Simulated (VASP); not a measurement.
# Na3LiB5 (P-4m2) in VASP: a series of runs, part 2 of 2

VASP 6.6.1.

**3. Single point, PBE**

This run uses another cell than the first one, of 16.53 Å³/atom, 1.503 times its volume.

File INCAR:

```
SYSTEM = Na3LiB5
ALGO     = Normal         ! electronic algorithm
EDIFF    = 1E-6           ! SCF threshold, eV
ENCUT    = 520            ! plane-wave cutoff, eV
GGA      = PE             ! functional
ISIF     = 2              ! what is computed and relaxed
ISMEAR   = 0              ! smearing method
LASPH    = .TRUE.         ! aspherical terms in the spheres
LCHARG   = .TRUE.         ! write CHGCAR
LELF     = .TRUE.         ! ELF
LREAL    = .FALSE.        ! projectors in reciprocal space
LVHAR    = .TRUE.       
LWAVE    = .FALSE.        ! write WAVECAR
NBANDS   = 30             ! bands
NELM     = 100            ! most SCF steps
PREC     = Accurate       ! precision mode
SIGMA    = 0.1            ! smearing width, eV
```

File KPOINTS:

```
k-points
0
G
  10 10 4
  0 0 0
```

File POSCAR:

```
Na3LiB5
1.0
    3.9215998142      0.0000000000      0.0000000000
    0.0000000000      3.9215998142      0.0000000000
    0.0000000000      0.0000000000      9.6765232539
Na Li B
3 1 5
Direct
    0.5000000000      0.5000000000      0.5000000000
    0.0000000000      0.5000000000      0.2474168024
    0.5000000000      0.0000000000      0.7525831976
    0.0000000000      0.0000000000      0.0000000000
    0.2210967153      0.5000000000      0.9677671490
    0.7789032847      0.5000000000      0.9677671490
    0.5000000000      0.7789032847      0.0322328510
    0.5000000000      0.2210967153      0.0322328510
    0.0000000000      0.0000000000      0.5000000000
```

Potentials or basis: VASP PAW PBE potentials, release 64 (Na_pv, Li_sv, B).

Started as:

```
> cat potpaw_PBE.64/Na_pv/POTCAR potpaw_PBE.64/Li_sv/POTCAR potpaw_PBE.64/B/POTCAR > POTCAR
> mpirun -np 1 vasp_std > vasp.out
```

OUTCAR:

```text
SYSTEM = Na3LiB5
   EDIFF = 1E-6
   ENCUT = 520
   GGA = PE
   ISIF = 2
   ISMEAR = 0
   LASPH = .TRUE.
   LREAL = .FALSE.
   NELM = 100
   PREC = Accurate

 ion  position               nearest neighbor table
   1  0.500  0.500  0.500-
   2  0.000  0.500  0.247-
   3  0.500  0.000  0.753-
   4  0.000  0.000  0.000-   5 2.17   6 2.17   7 2.17   8 2.17   5 2.17   6 2.17   7 2.17   8 2.17

   5  0.221  0.500  0.968-   7 1.67   8 1.67   6 1.73   4 2.17   4 2.17
   6  0.779  0.500  0.968-   7 1.67   8 1.67   5 1.73   4 2.17   4 2.17
   7  0.500  0.779  0.032-   5 1.67   6 1.67   8 1.73   4 2.17   4 2.17
   8  0.500  0.221  0.032-   5 1.67   6 1.67   7 1.73   4 2.17   4 2.17
   9  0.000  0.000  0.500-

  LATTYP: Found a simple tetragonal cell.
 ALAT       =     3.9215998142
 C/A-ratio  =     2.4674938067

  Lattice vectors:

 A1 = (   3.9215998142,   0.0000000000,   0.0000000000)
 A2 = (   0.0000000000,   3.9215998142,   0.0000000000)
 A3 = (   0.0000000000,   0.0000000000,   9.6765232539)

Analysis of symmetry for initial positions (statically):
=====================================================================
 Subroutine PRICEL returns:
 Original cell was already a primitive cell.

 Routine SETGRP: Setting up the symmetry group for a
 simple tetragonal supercell.

 Subroutine GETGRP returns: Found  8 space group operations
 (whereof  8 operations were pure point group operations)
 out of a pool of 16 trial point group operations.

The static configuration has the point symmetry D_2d.

Analysis of symmetry for dynamics (positions and initial velocities):
=====================================================================
 Subroutine PRICEL returns:
 Original cell was already a primitive cell.

 Routine SETGRP: Setting up the symmetry group for a
 simple tetragonal supercell.

 Subroutine GETGRP returns: Found  8 space group operations
 (whereof  8 operations were pure point group operations)
 out of a pool of 16 trial point group operations.

The dynamic configuration has the point symmetry D_2d.

 Subroutine INISYM returns: Found  8 space group operations
 (whereof  8 operations are pure point group operations),
 and found     1 'primitive' translations

----------------------------------------------------------------------------------------

                                     Primitive cell

  volume of cell :     148.8147

  direct lattice vectors                    reciprocal lattice vectors
     3.921599814  0.000000000  0.000000000     0.254997972  0.000000000  0.000000000
     0.000000000  3.921599814  0.000000000     0.000000000  0.254997972  0.000000000
     0.000000000  0.000000000  9.676523254     0.000000000  0.000000000  0.103342903

  length of vectors
     3.921599814  3.921599814  9.676523254     0.254997972  0.254997972  0.103342903

  position of ions in fractional coordinates (direct lattice)
     0.500000000  0.500000000  0.500000000
     0.000000000  0.500000000  0.247416802
     0.500000000  0.000000000  0.752583198
     0.000000000  0.000000000  0.000000000
     0.221096715  0.500000000  0.967767149
     0.778903285  0.500000000  0.967767149
     0.500000000  0.778903285  0.032232851
     0.500000000  0.221096715  0.032232851
[... 41 lines left out ...]
            Coordinates               Weight
  0.000000  0.000000  0.000000      1.000000
  0.100000  0.000000  0.000000      4.000000
  0.200000  0.000000  0.000000      4.000000
  0.300000  0.000000  0.000000      4.000000
  0.400000  0.000000  0.000000      4.000000
  0.500000  0.000000  0.000000      2.000000
[... 16 lines left out ...]
  0.100000  0.000000  0.250000      8.000000
  0.200000  0.000000  0.250000      8.000000
 [... further k-points ...]
   k-points           NKPTS =     63   k-points in BZ     NKDIM =     63   number of bands    NBANDS=     30
   number of dos      NEDOS =    301   number of ions     NIONS =      9
   total plane-waves  NPLWV =  64800
   dimension x,y,z NGX =    30 NGY =   30 NGZ =   72
   dimension x,y,z NGXF=    60 NGYF=   60 NGZF=  144
   ions per type =               3   1   5
   NGX,Y,Z   is equivalent  to a cutoff of  12.72, 12.72, 12.37 a.u.
   NGXF,Y,Z  is equivalent  to a cutoff of  25.44, 25.44, 24.74 a.u.
 SYSTEM =  Na3LiB5
   PREC   = accura    normal or accurate (medium, high low for compatibility)
   ISTART =      0    job   : 0-new  1-cont  2-samecut
   ICHARG =      2    charge: 1-file 2-atom 10-const
   ISPIN  =      1    spin polarized calculation?
   LNONCOLLINEAR =      F non collinear calculations
   LSORBIT =      F    spin-orbit coupling
   LASPH  =      T    aspherical Exc in radial PAW
   ENCUT  =  520.0 eV  38.22 Ry    6.18 a.u.   7.29  7.29 17.99*2*pi/ulx,y,z
   NELM   =    100;   NELMIN=  2; NELMDL= -5     # of ELM steps
   EDIFF  = 0.1E-05   stopping-criterion for ELM
   LREAL  =      F    real-space projection
   EDIFFG = 0.1E-04   stopping-criterion for IOM
   NSW    =      0    number of steps for IOM
   IBRION =     -1    ionic relax: 0-MD 1-quasi-New 2-CG
   NFREE  =      0    steps in history (QN), initial steepest desc. (CG)
   ISIF   =      2    stress and relaxation
   ISYM   =      2    0-nonsym 1-usesym 2-fastsym
   POTIM  = 0.5000    time-step for ionic-motion
   TEBEG  =    0.0;   TEEND  =   0.0 temperature during run
   PSTRESS=    0.0 pullay stress
   NELECT =      39.0000    total number of electrons
   NUPDOWN=      -1.0000    fix difference up-down
   EMIN   =  10.00;   EMAX   =-10.00  energy-range for DOS
   EFERMI =   0.00;   METHOD = LEGACY
   ISMEAR =     0;   SIGMA  =   0.10  broadening in eV -4-tet -1-fermi 0-gaus
   EFERMI_NEDOS =   21; number of points for ismear=-14 and -15
   IALGO  =     38    algorithm
   IMIX   =      4    mixing-type and parameters
     AMIX     =   0.40;   BMIX     =  1.00
     AMIX_MAG =   1.60;   BMIX_MAG =  1.00
  volume/ion in A,a.u.               =      16.53       111.58
  Fermi-wavevector in a.u.,A,eV,Ry     =   1.047646  1.979763 14.933229  1.097561
  Thomas-Fermi vector in A             =   2.182534
   LORBIT       =      0    0 simple, 1 ext, 2 COOP (PROOUT), +10 PAW based schemes
   GGA     = PE    functional components
   LHFCALC =     F    Hartree Fock is set to
   AEXX    =    0.0000 exact exchange contribution
   IVDW    =     0    specifies the selected vdW correction
   LEPSILON=     F    determine dielectric tensor
   LRPA    =     F    only Hartree local field effects (RPA)
 non-spin polarized calculation
 Gauss-broadening in eV      SIGMA  =   0.10
  energy-cutoff  :      520.00
  volume of cell :      148.81
 maximum number of plane-waves:      4043
 NGX is ok and might be reduce to    30
   NGX = 15   NGY = 15   NGZ = 35

 number of electron      39.0000032 magnetization

 Free energy of the ion-electron system (eV)
  ---------------------------------------------------
  ext. energy  EPLUGINS =         0.00000000
  ---------------------------------------------------
  free energy    TOTEN  =       -34.40832832 eV

  energy without entropy =      -34.38980935  energy(sigma->0) =      -34.39906883

 E-fermi :   1.5666     XC(G=0):  -8.1558

 val. band max:        1.5371130247   @ k =   0.2000   0.0000   0.0000
 cond. band min:       1.5708049051   @ k =   0.3000   0.3000   0.5000
 fundamental gap:      0.0336918804
 Fermi energy:         1.5666373576

 k-point     1 :       0.0000    0.0000    0.0000
  band No.  band energies     occupation
      1     -43.4349      2.00000
      2     -22.9687      2.00000
      3     -22.9687      2.00000
      4     -22.9411      2.00000
      5     -22.9411      2.00000
      6     -22.9224      2.00000
[... 781 lines left out ...]
     29       8.4598      0.00000
     30       8.8886      0.00000

 [... further k-points ...]
[... 5 lines left out ...]
  --------------------------------------------------------------------------------------
  -------------------------------------------------------------------------------------
  Total        0.0347507      0.0347507     -0.0173444      0.0000000      0.0000000      0.0000000
  in kB        0.3741349      0.3741349     -0.1867340      0.0000000      0.0000000      0.0000000
  external PRESSURE =       0.1871786 kB  Pullay stress =       0.0000000 kB

 VOLUME and BASIS-vectors are now :
 -----------------------------------------------------------------------------
  energy-cutoff  :      520.00
  volume of cell :      148.81
      direct lattice vectors                 reciprocal lattice vectors
     3.921599814  0.000000000  0.000000000     0.254997972  0.000000000  0.000000000
     0.000000000  3.921599814  0.000000000     0.000000000  0.254997972  0.000000000
     0.000000000  0.000000000  9.676523254     0.000000000  0.000000000  0.103342903

 POSITION                                       TOTAL-FORCE (eV/Angst)
 -----------------------------------------------------------------------------------
      1.96080      1.96080      4.83826         0.000000     -0.000000      0.000000
      0.00000      1.96080      2.39413         0.000000      0.000000      0.000398
      1.96080      0.00000      7.28239         0.000000      0.000000     -0.000398
      0.00000      0.00000      0.00000         0.000000      0.000000      0.000000
      0.86705      1.96080      9.36462        -0.007384      0.000000     -0.008504
      3.05455      1.96080      9.36462         0.007384      0.000000     -0.008504
      1.96080      3.05455      0.31190         0.000000      0.007384      0.008504
      1.96080      0.86705      0.31190         0.000000     -0.007384      0.008504
      0.00000      0.00000      4.83826        -0.000000      0.000000      0.000000
 -----------------------------------------------------------------------------------
    total drift:                                0.000000      0.000000      0.000000

  FREE ENERGIE OF THE ION-ELECTRON SYSTEM (eV)
  ---------------------------------------------------
  free  energy   TOTEN  =       -34.4083283151 eV

  energy  without entropy=      -34.3898093480  energy(sigma->0) =      -34.39906883
```

Run time: 2.9 min. Hardware: 1 thread of Intel Xeon 6975P-C (Granite Rapids), shared host; peak memory 0.38 GiB.

Results:

```
Free energy   : -34.4083 eV
Largest force : 0.011 eV/Å
```

Forces in eV/Å, atoms in the order of the input:
```
Na   0.000  0.000  0.000
Na   0.000  0.000  0.000
Na   0.000  0.000  0.000
Li   0.000  0.000  0.000
B   -0.007  0.000 -0.009
B    0.007  0.000 -0.009
B    0.000  0.007  0.009
B    0.000 -0.007  0.009
B    0.000  0.000  0.000
```

Levels at points of the mesh, in eV from the Fermi level:
| k point | band 17 | band 18 | band 19 | band 20 | band 21 | band 22 | band 23 | band 24 |
| --- | --- | --- | --- | --- | --- | --- | --- | --- |
| (0.00, 0.00, 0.00) | -4.37 | -0.93 | 0.17 | 0.53 | 1.55 | 1.55 | 3.40 | 3.47 |
| (0.50, 0.00, 0.00) | -2.63 | -2.50 | -1.60 | 0.02 | 1.20 | 1.78 | 2.18 | 2.72 |
| (0.50, 0.50, 0.00) | -1.42 | -1.42 | -0.59 | -0.59 | 0.63 | 2.40 | 2.40 | 2.44 |
| (0.00, 0.00, 0.50) | -4.32 | -1.48 | 0.53 | 1.44 | 1.55 | 1.55 | 2.19 | 3.48 |
| (0.50, 0.00, 0.50) | -2.63 | -2.43 | -1.49 | -0.14 | 1.13 | 1.39 | 1.78 | 4.00 |
| (0.50, 0.50, 0.50) | -1.45 | -1.45 | -0.53 | -0.53 | 0.76 | 2.31 | 2.43 | 2.43 |

Caveat: the cutoff is under 1.25 times the usual one of these potentials, so pressure, stress and relaxed cells hold a basis-set (Pulay) error.

**4. Relaxation of cell and atoms, PBE**

This run uses another cell than the first one, of 16.99 Å³/atom, 1.544 times its volume.

File INCAR:

```
  ALGO = Normal
  EDIFF = 1E-7
  EDIFFG = -0.01
  ENCUT = 600
  GGA = PE
  IBRION = 2
  ISIF = 3
  ISMEAR = 0
  LASPH = True
  LCHARG = False
  LREAL = False
  LWAVE = False
  NELM = 100
  NSW = 100
  PREC = Accurate
  SIGMA = 0.1
```

File KPOINTS:

```
k-points
0
Gamma
  10 10 4
```

File POSCAR:

```
Na3LiB5
1.0
    3.9719627785      0.0000000000      0.0000000000
    0.0000000000      3.9719627785      0.0000000000
    0.0000000000      0.0000000000      9.6906013950
Na Li B
3 1 5
Direct
    0.5000000000      0.5000000000      0.5000000000
    0.0000000000      0.5000000000      0.2475728098
    0.5000000000      0.0000000000      0.7524271902
    0.0000000000      0.0000000000      0.0000000000
    0.2181117539      0.5000000000      0.9720850089
    0.7818882461      0.5000000000      0.9720850089
    0.5000000000      0.7818882461      0.0279149911
    0.5000000000      0.2181117539      0.0279149911
    0.0000000000      0.0000000000      0.5000000000
```

Started as:

```
> cat potpaw_PBE.64/Na_pv/POTCAR potpaw_PBE.64/Li_sv/POTCAR potpaw_PBE.64/B/POTCAR > POTCAR
> mpirun -np 1 vasp_std > vasp.out
```

It took 14 min on 1 thread of Intel Xeon 6975P-C (Granite Rapids), shared host; peak memory 0.44 GiB.

Results (log left out):

```
Free energy                            : -34.4137 eV
Relaxed volume                         : 16.52 Å³/atom
Relaxed cell                           : a = 3.921 Å, b = 3.921 Å, c = 9.672 Å, α = 90.00°, β = 90.00°, γ = 90.00°
Space group after relaxing (to 0.05 Å) : P-4m2 (No. 115)
Energy gained by relaxing              : 2.3 meV/atom
Ionic steps                            : 14
Pressure after relaxing                : 0.0 GPa
Largest force after relaxing           : 0.008 eV/Å
```

Forces in eV/Å, atoms in the order of the input:
```
Na   0.000  0.000  0.000
Na   0.000  0.000  0.002
Na   0.000  0.000 -0.002
Li   0.000  0.000  0.000
B    0.008  0.000 -0.003
B   -0.008  0.000 -0.003
B    0.000 -0.008  0.003
B    0.000  0.008  0.003
B    0.000  0.000  0.000
```

The path:
| step | energy change (eV) | largest force (eV/Å) | pressure (GPa) | volume (Å³) |
| --- | --- | --- | --- | --- |
| 1 | 0.0000 | 0.1574 | -0.40 | 152.88 |
| 2 | -0.0074 | 0.1495 | -0.20 | 151.94 |
| 3 | -0.0167 | 0.2011 | 0.37 | 149.27 |
| 4 | -0.0201 | 0.0648 | 0.10 | 149.12 |
| 5 | -0.0202 | 0.0777 | 0.07 | 149.10 |
| 6 | -0.0208 | 0.0252 | -0.03 | 149.18 |
| 7 | -0.0208 | 0.0052 | -0.08 | 149.21 |
| 8 | -0.0208 | 0.0053 | -0.07 | 149.21 |
| 9 | -0.0209 | 0.0069 | -0.04 | 149.10 |
| 10 | -0.0209 | 0.0171 | -0.01 | 148.99 |
| 11 | -0.0209 | 0.0378 | 0.05 | 148.75 |
| 12 | -0.0209 | 0.0269 | 0.01 | 148.87 |
| 13 | -0.0210 | 0.0188 | 0.01 | 148.82 |
| 14 | -0.0210 | 0.0083 | 0.02 | 148.67 |

Final structure:
```xyz
9
Lattice="3.9206 0.0000 0.0000 0.0000 3.9206 0.0000 0.0000 0.0000 9.6721" Properties=species:S:1:pos:R:3 pbc="T T T"
Na    1.9603    1.9603    4.8360
Na    0.0000    1.9603    2.3933
Na    1.9603    0.0000    7.2788
Li    0.0000    0.0000    0.0000
B     0.8666    1.9603    9.3596
B     3.0540    1.9603    9.3596
B     1.9603    3.0540    0.3124
B     1.9603    0.8666    0.3124
B     0.0000    0.0000    4.8360
```

Levels at points of the mesh, in eV from the Fermi level:
```tsv
k point	band 17	band 18	band 19	band 20	band 21	band 22	band 23	band 24
(0.00, 0.00, 0.00)	-4.37	-0.93	0.17	0.53	1.55	1.55	3.40	3.47
(0.50, 0.00, 0.00)	-2.63	-2.51	-1.60	0.02	1.20	1.79	2.18	2.72
(0.50, 0.50, 0.00)	-1.42	-1.42	-0.60	-0.60	0.63	2.40	2.40	2.44
(0.00, 0.00, 0.50)	-4.32	-1.48	0.53	1.43	1.55	1.55	2.20	3.48
(0.50, 0.00, 0.50)	-2.63	-2.44	-1.49	-0.14	1.13	1.39	1.79	4.00
(0.50, 0.50, 0.50)	-1.46	-1.46	-0.54	-0.54	0.76	2.31	2.43	2.43
```

Caveat: the cutoff is under 1.25 times the usual one of these potentials, so pressure, stress and relaxed cells hold a basis-set (Pulay) error.

**5. Summary**

```tsv
task	cell	k mesh	cutoff (eV)	gap on the mesh (eV)	pressure (GPa)	relaxed volume (Å³/atom)	largest force (eV/Å)
relaxation of cell and atoms	relaxed from a = 4.801, b = 4.801, c = 4.296 Å, 9 atoms	4 × 4 × 4	600	none	0.0	13.86	0.04
single point	a = 3.922, b = 3.922, c = 9.677 Å, 9 atoms	10 × 10 × 4	520	none	-	-	0.01
relaxation of cell and atoms	relaxed from a = 3.972, b = 3.972, c = 9.691 Å, 9 atoms	10 × 10 × 4	600	none	0.0	16.52	0.01
```

Alike in all rows: level PBE; potentials or basis VASP PAW PBE potentials, release 64 (Na_pv, Li_sv, B); no spin polarisation; smearing gaussian 0.1 eV.

Caveats: some runs use coarse meshes; the cutoff is under 1.25 times the usual one of these potentials, so pressure, stress and relaxed cells hold a basis-set (Pulay) error; the volume moved by over 15 % at a fixed basis, so the end points are rough (some runs).

Absolute energies hang on the potentials; compare differences alone.
